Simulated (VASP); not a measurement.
## Ag: single point with PBE

Ag:

```
Ag
1.0
    -1.52320    1.52320    1.78811
     1.52320   -1.52320    1.78811
     1.52320    1.52320   -1.78811
Ag
1
Direct
  0.00000 0.00000 0.00000
```

This cell differs from its parent crystal: strain -0.080 along x and y, +0.080 along z.

* Program: VASP 6.6.1
* Task: single point
* Functional: PBE
* Potentials or basis: VASP PAW PBE potentials, release 64 (Ag)
* Cutoff: 520 eV
* k mesh: 20 × 20 × 20
* Occupations: gaussian, width 0.15 eV
* Spin: no spin polarisation

| Item | Value |
| --- | --- |
| Pressure | 8.6 GPa |

Stress tensor (GPa, compression positive):
```
 7.82  0.00  0.00
 0.00  7.82  0.00
 0.00  0.00 10.06
```

Levels at points of the mesh, in eV from the Fermi level:
```tsv
k point	band 3	band 4	band 5	band 6	band 7	band 8	band 9	band 10
(0.00, 0.00, 0.00)	-5.15	-4.49	-4.16	-3.46	16.63	18.91	18.91	22.03
(0.50, 0.00, 0.00)	-4.29	-3.31	-2.72	-0.39	3.92	14.39	16.17	21.50
(0.50, 0.50, 0.00)	-3.22	-3.21	-2.54	0.58	5.47	11.99	12.54	18.81
(0.50, 0.50, 0.50)	-2.98	-2.77	-2.77	4.14	8.66	8.66	10.31	15.37
```

Run time: 32 s on 1 thread of Intel(R) Xeon(R) 6975P-C (Granite Rapids), on a shared host, peak memory 0.24 GiB.

Caveat: the cell differs from its parent crystal (strain -0.080 along x and y, +0.080 along z).
